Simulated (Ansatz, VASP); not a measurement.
# Two plane-wave programs on GaAs

File INCAR:

```
PREC = Accurate
ENCUT = 520
EDIFF = 1E-6
ISMEAR = 0
SIGMA = 0.02
LREAL = Auto
LASPH = True
NELM = 80
ALGO = Normal
ISIF = 2
LWAVE = False
LCHARG = False
GGA = CA
NBANDS = 86
```

The input KPOINTS:

```
regular mesh
0
Gamma
  3 3 3
```

File POSCAR:

```
GaAs
1.0
    0.0000000000      5.6033815718     -5.6033815718
    5.6033815718      5.6033815718      0.0000000000
    5.6033815718      0.0000000000     -5.6033815718
Ga As
8 8
Direct
    0.5000000000      0.0000000000      0.5000000000
    0.5000000000      0.5000000000      0.5000000000
    0.0000000000      0.0000000000      0.5000000000
    0.0000000000      0.5000000000      0.5000000000
    0.5000000000      0.0000000000      0.0000000000
    0.5000000000      0.5000000000      0.0000000000
    0.0000000000      0.0000000000      0.0000000000
    0.0000000000      0.5000000000      0.0000000000
    0.1250000000      0.1250000000      0.1250000000
    0.1250000000      0.6250000000      0.1250000000
    0.6250000000      0.1250000000      0.1250000000
    0.6250000000      0.6250000000      0.1250000000
    0.1250000000      0.1250000000      0.6250000000
    0.1250000000      0.6250000000      0.6250000000
    0.6250000000      0.1250000000      0.6250000000
    0.6250000000      0.6250000000      0.6250000000
```

Input for Ansatz:

```yaml
crystal:
  lattice:
    - [0.0, 5.6033815718, -5.6033815718]
    - [5.6033815718, 5.6033815718, 0.0]
    - [5.6033815718, 0.0, -5.6033815718]
  atoms:
    - { symbol: Ga, position: [0.5, 0.0, 0.5] }
    - { symbol: Ga, position: [0.5, 0.5, 0.5] }
    - { symbol: Ga, position: [0.0, 0.0, 0.5] }
    - { symbol: Ga, position: [0.0, 0.5, 0.5] }
    - { symbol: Ga, position: [0.5, 0.0, 0.0] }
    - { symbol: Ga, position: [0.5, 0.5, 0.0] }
    - { symbol: Ga, position: [0.0, 0.0, 0.0] }
    - { symbol: Ga, position: [0.0, 0.5, 0.0] }
    - { symbol: As, position: [0.125, 0.125, 0.125] }
    - { symbol: As, position: [0.125, 0.625, 0.125] }
    - { symbol: As, position: [0.625, 0.125, 0.125] }
    - { symbol: As, position: [0.625, 0.625, 0.125] }
    - { symbol: As, position: [0.125, 0.125, 0.625] }
    - { symbol: As, position: [0.125, 0.625, 0.625] }
    - { symbol: As, position: [0.625, 0.125, 0.625] }
    - { symbol: As, position: [0.625, 0.625, 0.625] }
basis:
  ecutwfc: 420
  xc_grid: 2
kpoints:
  mp_grid: { grid: [3, 3, 3], shift: [0.0, 0.0, 0.0] }
hamiltonian:
  xc: lda
scf:
  occupations: { method: gaussian, width: 0.02 }
output:
  forces: true
  stress: true
  eigenvalues: true
```

Alike in both runs: task single point; functional LDA; k mesh 3 × 3 × 3; occupations gaussian, width 0.02 eV; no spin polarisation.

|  | VASP | Ansatz |
| --- | --- | --- |
| version | VASP 6.6.1 | Ansatz 0.2.0 |
| potentials or method | VASP PAW LDA potentials, release 64 (Ga_d, As), cutoff 520 eV | scalar-relativistic, plane waves, PAW |
| valence electrons in the cell | 144 | 224 |

Ansatz gave:

* gap on the k mesh at the Fermi level (eV): 0.48
* least direct gap on the mesh (eV): 0.48
* pressure (GPa): 0.0

Task: Estimate VASP's values.

Result: gap on the k mesh at the Fermi level (eV): 0.53; least direct gap on the mesh (eV): 0.53; pressure (GPa): 0.2.

LDA's correlation is that of Perdew and Zunger in VASP and of Perdew and Wang (1992) in Ansatz. VASP's potentials hold 144 valence electrons a cell and Ansatz's 224, so a difference there can come from the potentials and not from the codes.
